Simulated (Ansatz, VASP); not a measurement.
Two plane-wave programs on Ba2C

Contents of INCAR:

```
PREC = Accurate
ENCUT = 520
EDIFF = 1E-6
ISMEAR = -1
SIGMA = 0.02
LREAL = F
LASPH = T
NELM = 60
ALGO = Normal
ISIF = 2
LWAVE = F
LCHARG = T
GGA = PE
LELF = T
LVHAR = T
NBANDS = 19
```

File KPOINTS:

```
Automatic mesh
0
Gamma
  6 6 6
```

Contents of POSCAR:

```
Ba2C
1.0
    0.0000000000      3.4811613807      3.4811613807
    3.4811613807      0.0000000000      3.4811613807
    3.4811613807      3.4811613807      0.0000000000
C Ba
1 2
Direct
    0.0000000000      0.0000000000      0.0000000000
    0.2500000000      0.2500000000      0.2500000000
    0.7500000000      0.7500000000      0.7500000000
```

Input for Ansatz:

```yaml
crystal:
  lattice:
    - [0.0, 3.4811613807, 3.4811613807]
    - [3.4811613807, 0.0, 3.4811613807]
    - [3.4811613807, 3.4811613807, 0.0]
  atoms:
    - { symbol: C, position: [0.0, 0.0, 0.0] }
    - { symbol: Ba, position: [0.25, 0.25, 0.25] }
    - { symbol: Ba, position: [0.75, 0.75, 0.75] }
kpoints:
  mp_grid: { grid: [6, 6, 6] }
hamiltonian:
  xc: pbe
scf:
  occupations: { method: fermi_dirac, width: 0.02 }
  n_extra_bands: 4
output:
  forces: true
  stress: true
  eigenvalues: true
```

Alike in both runs: task single point; functional PBE; k mesh 6 × 6 × 6; occupations fermi-dirac, width 0.02 eV; no spin polarisation.

```csv
,VASP,Ansatz
version,VASP 6.6.1,Ansatz 0.2.0
potentials or method,"VASP PAW PBE potentials, release 64 (C, Ba_sv)","plane waves, PAW"
plane-wave cutoff (eV),520,420
valence electrons in the cell,24,24
```

```csv
,VASP,Ansatz,Ansatz less VASP
pressure (GPa),2.5,1.1,-1.43
```

Neither program's run includes spin-orbit coupling.
